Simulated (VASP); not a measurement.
A run of VASP 6.6.1:

INCAR

```
PREC = Accurate ; ENCUT = 520
EDIFF = 1E-8 ; ISMEAR = -1
SIGMA = 0.02 ; LREAL = F
LASPH = T ; NELM = 60
ALGO = Normal ; ISIF = 2
LWAVE = F ; LCHARG = F
GGA = CA ; LEFG = T
NBANDS = 16
```

File KPOINTS:

```
regular mesh
0
Gamma
  8 8 8
```

Contents of POSCAR:

```
AgCl
1.0
    0.0000000000      2.7731500000      2.8008815000
    2.7731500000      0.0000000000      2.8008815000
    2.7731500000      2.7731500000      0.0000000000
Ag Cl
1 1
Direct
    0.5000000000      0.5000000000      0.5000000000
    0.0000000000      0.0000000000      0.0000000000
```

Potentials or basis: VASP PAW LDA potentials, release 64 (Ag, Cl).

The run is started by

```console
$ cat potpaw_LDA.64/Ag/POTCAR potpaw_LDA.64/Cl/POTCAR > POTCAR
$ mpirun -np 1 vasp_std > vasp.out
```

Hardware: 1 thread of Intel Xeon 8259CL (shared host).

Q: Estimate the wall time of this run.

A: Run time: 59 s on 1 thread of Intel Xeon 8259CL (shared host), peak memory 0.17 GiB. Counts: scf iterations 12, k points 59.
